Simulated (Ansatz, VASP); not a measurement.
## HPt6: VASP beside Ansatz

The input INCAR:

```
  PREC = Accurate
  ENCUT = 520
  EDIFF = 1E-7
  ISMEAR = 0
  SIGMA = 0.1
  LREAL = False
  LASPH = True
  NELM = 80
  ALGO = Normal
  ISIF = 2
  LWAVE = False
  LCHARG = True
  LDIPOL = True
  IDIPOL = 3
  DIPOL = 0.5 0.5 0.291
  GGA = PE
  LELF = True
  LVHAR = True
  LVACPOTAV = True
  NBANDS = 74
```

Contents of KPOINTS:

```
Automatic mesh
0
Gamma
  5 5 1
```

The input POSCAR:

```
HPt6
1.0
    5.6143281343      0.0000000000      0.0000000000
    0.0000000000      5.6143281343      0.0000000000
    0.0000000000      0.0000000000     21.8513792319
Pt H
12 2
Direct
    0.2500000000      0.2500000000      0.1830548066
    0.2500000000      0.7500000000      0.1830548066
    0.7500000000      0.2500000000      0.1830548066
    0.7500000000      0.7500000000      0.1830548066
    0.0000000000      0.0000000000      0.2712126041
    0.0000000000      0.5000000000      0.2712126041
    0.5000000000      0.0000000000      0.2712126041
    0.5000000000      0.5000000000      0.2712126041
    0.2500000000      0.2500000000      0.3593081768
    0.2500000000      0.7500000000      0.3593081768
    0.7500000000      0.2500000000      0.3593081768
    0.7500000000      0.7500000000      0.3593081768
   -0.1331414877      0.0000000000      0.4091906116
    0.1331414877      0.0000000000      0.4091906116
```

Input for Ansatz:

```yaml
crystal:
  lattice:
    - [5.6143281343, 0.0, 0.0]
    - [0.0, 5.6143281343, 0.0]
    - [0.0, 0.0, 21.8513792319]
  atoms:
    - { symbol: Pt, position: [0.25, 0.25, 0.1830548066] }
    - { symbol: Pt, position: [0.25, 0.75, 0.1830548066] }
    - { symbol: Pt, position: [0.75, 0.25, 0.1830548066] }
    - { symbol: Pt, position: [0.75, 0.75, 0.1830548066] }
    - { symbol: Pt, position: [0.0, 0.0, 0.2712126041] }
    - { symbol: Pt, position: [0.0, 0.5, 0.2712126041] }
    - { symbol: Pt, position: [0.5, 0.0, 0.2712126041] }
    - { symbol: Pt, position: [0.5, 0.5, 0.2712126041] }
    - { symbol: Pt, position: [0.25, 0.25, 0.3593081768] }
    - { symbol: Pt, position: [0.25, 0.75, 0.3593081768] }
    - { symbol: Pt, position: [0.75, 0.25, 0.3593081768] }
    - { symbol: Pt, position: [0.75, 0.75, 0.3593081768] }
    - { symbol: H, position: [-0.1331414877, 0.0, 0.4091906116] }
    - { symbol: H, position: [0.1331414877, 0.0, 0.4091906116] }
basis:
  ecutwfc: 420
kpoints:
  mp_grid: { grid: [5, 5, 1] }
hamiltonian:
  xc: pbe
  pseudopotentials: { kind: paw, azcp: { folder: soft_1 } }
scf:
  occupations: { method: gaussian, width: 0.1 }
output:
  forces: true
  eigenvalues: true
efield:
  axis: 3
  dipole_correction: true
  ramp_width: 0.04
```

Alike in both runs: task single point; functional PBE; k mesh 5 × 5 × 1; occupations gaussian, width 0.1 eV; no spin polarisation.

|  | VASP | Ansatz |
| --- | --- | --- |
| version | VASP 6.6.1 | Ansatz 0.2.0 |
| potentials or method | VASP PAW PBE potentials, release 64 (Pt, H), cutoff 520 eV | scalar-relativistic, plane waves, PAW |
| valence electrons in the cell | 122 | 218 |

```tsv
	VASP	Ansatz	Ansatz less VASP
gap on the k mesh at the Fermi level (eV)	none	none	-
rms of the force components (eV/Å)	0.382	0.388	+0.0057
work function, face that differs most (eV)	5.57	5.57	-0.003
```

Atom by atom the forces differ by 0.009 eV/Å (rms over components). A gap of «none» marks a metal or a gap that the smearing closes. With one functional, cell and mesh, what is left measures potentials, basis and numerics. VASP's potentials hold 122 valence electrons a cell and Ansatz's 218, so a difference there can come from the potentials and not from the codes.

Spin-orbit coupling is off throughout.
